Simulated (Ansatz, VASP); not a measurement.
Two plane-wave programs on TiO2

```xyz
3
Lattice="1.4973 0.8645 6.9815 -1.4973 0.8645 6.9815 0.0000 -1.7290 6.9815" Properties=species:S:1:pos:R:3 pbc="T T T"
Ti    0.0000    0.0500    0.0000
O     0.0000    0.0000   12.9955
O     0.0000    0.0000    7.9492
```

Alike in both runs: task single point; functional PBE; k mesh 3 × 3 × 3; no spin polarisation.

|  | VASP | Ansatz |
| --- | --- | --- |
| version | VASP 6.6.1 | Ansatz 0.2.0 |
| potentials or method | VASP PAW PBE potentials, release 64 (Ti_sv, O), cutoff 600 eV | scalar-relativistic, plane waves, PAW |
| occupations | fermi-dirac, width 0.025852 eV | fermi-dirac |
| valence electrons in the cell | 24 | 24 |

|  | VASP | Ansatz | Ansatz less VASP |
| --- | --- | --- | --- |
| gap on the k mesh at the Fermi level (eV) | 2.88 | 2.91 | +0.022 |
| least direct gap on the mesh (eV) | 2.89 | 2.91 | +0.020 |
| pressure (GPa) | -0.1 | -0.4 | -0.34 |
| traceless stress, the component that is largest in VASP (GPa) | -0.46 | -0.22 | +0.232 |
| rms of the force components (eV/Å) | 0.050 | 0.071 | +0.0214 |

Atom by atom the forces differ by 0.027 eV/Å (rms over components).

The k mesh is coarse, so the values compare programs but aren't converged.
